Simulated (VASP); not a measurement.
Wanted: the native input for a VASP 6.6.1 run.

```
Task                   : single point
Functional             : PBE
Potentials or basis    : VASP PAW PBE potentials, release 64 (Bi_d, Te)
Cutoff                 : 520 eV
k mesh                 : 14 × 14 × 14
Occupations            : gaussian, width 0.15 eV
Spin                   : no spin polarisation
Dipole correction      : no
Further INCAR settings : ALGO = Normal; EDIFF = 1e-07; NBANDS = 18
```

The structure of BiTe lies in POSCAR:

```
BiTe
1.0
    0.0000000000      3.2350000000      3.2350000000
    3.2350000000      0.0000000000      3.2350000000
    3.2350000000      3.2350000000      0.0000000000
Bi Te
1 1
Direct
   -0.0270479134     -0.0270479134      0.0270479134
    0.5000000000      0.5000000000      0.5000000000
```

This cell differs from its parent crystal: all Bi atoms moved +0.175 Å, as atom 1 towards its neighbour atom 2 (Te) at 3.235 Å.

These files were run (other wordings do the same):

INCAR

```
ALGO = Normal ; EDIFF = 1E-7
ENCUT = 520 ; GGA = PE
ISIF = 2 ; ISMEAR = 0
LASPH = True ; LCHARG = True
LELF = True ; LREAL = False
LVHAR = True ; LWAVE = False
NBANDS = 18 ; NELM = 100
PREC = Accurate ; SIGMA = 0.15
```

KPOINTS

```
k-points
0
Gamma
  14 14 14
```

Potentials or basis: VASP PAW PBE potentials, release 64 (Bi_d, Te).

Run with:

```sh
$ cat potpaw_PBE.64/Bi_d/POTCAR potpaw_PBE.64/Te/POTCAR > POTCAR
$ mpirun -np 1 vasp_std > vasp.out
```

Results of the run:

```
Pressure               : 1.2 GPa
Largest force          : 0.465 eV/Å
Band gap on the k mesh : zero (an odd number of electrons rules out a gap without spin polarisation)
```

Caveat: the cell differs from its parent crystal (all Bi atoms moved +0.175 Å, as atom 1 towards its neighbour atom 2 (Te) at 3.235 Å); spin-orbit coupling is left out, which moves the levels of the heavy elements.

It took 110 s on 1 thread of Intel(R) Xeon(R) 6975P-C (Granite Rapids) (shared host), peak memory 0.43 GiB.
